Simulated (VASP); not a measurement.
Here is a VASP 6.6.1 calculation.

INCAR

```
SYSTEM = SiO2
  ALGO = Normal
  EDIFF = 1E-8
  ENCUT = 520
  GGA = PE
  ISIF = 2
  ISMEAR = -1
  LASPH = .TRUE.
  LCHARG = .FALSE.
  LEFG = .TRUE.
  LREAL = .FALSE.
  LWAVE = .FALSE.
  NBANDS = 44
  NELM = 60
  PREC = Accurate
  SIGMA = 0.02
```

KPOINTS

```
k-points
0
G
  5 5 4
  0 0 0
```

Contents of POSCAR:

```
SiO2
1.0
    4.9780000000      0.0000000000      0.0000000000
    0.0000000000      4.9780000000      0.0000000000
    0.0000000000      0.0000000000      6.9480000000
Si O
4 8
Direct
    0.3000400000      0.3000400000      0.0000000000
    0.1999600000      0.8000400000      0.2500000000
    0.6999600000      0.6999600000      0.5000000000
    0.8000400000      0.1999600000      0.7500000000
    0.2397600000      0.1032400000      0.1784400000
    0.3967600000      0.7397600000      0.4284400000
    0.7602400000      0.8967600000      0.6784400000
    0.6032400000      0.2602400000      0.9284400000
    0.7397600000      0.3967600000      0.5715600000
    0.8967600000      0.7602400000      0.3215600000
    0.2602400000      0.6032400000      0.0715600000
    0.1032400000      0.2397600000      0.8215600000
```

Potentials or basis: VASP PAW PBE potentials, release 64 (Si, O).

The run is started by

```bash
$ cat potpaw_PBE.64/Si/POTCAR potpaw_PBE.64/O/POTCAR > POTCAR
$ mpirun -np 1 vasp_std > vasp.out
```

Q: What does it give for the largest force?

A: 0.437 eV/Å.

Q: Estimate the pressure.

A: 7.0 GPa.

Forces on the atoms (eV/Å):
```
Si  -0.137 -0.137  0.000
Si   0.137 -0.137  0.000
Si   0.137  0.137  0.000
Si  -0.137  0.137  0.000
O   -0.034  0.363  0.241
O   -0.363 -0.034  0.241
O    0.034 -0.363  0.241
O    0.363  0.034  0.241
O   -0.034 -0.363 -0.241
O   -0.363  0.034 -0.241
O    0.034  0.363 -0.241
O    0.363 -0.034 -0.241
```

Caveat: the cell stands under pressure; without QUAD_EFG the Cq values of the log hold for a quadrupole moment of 1 mb, not for the nuclei.
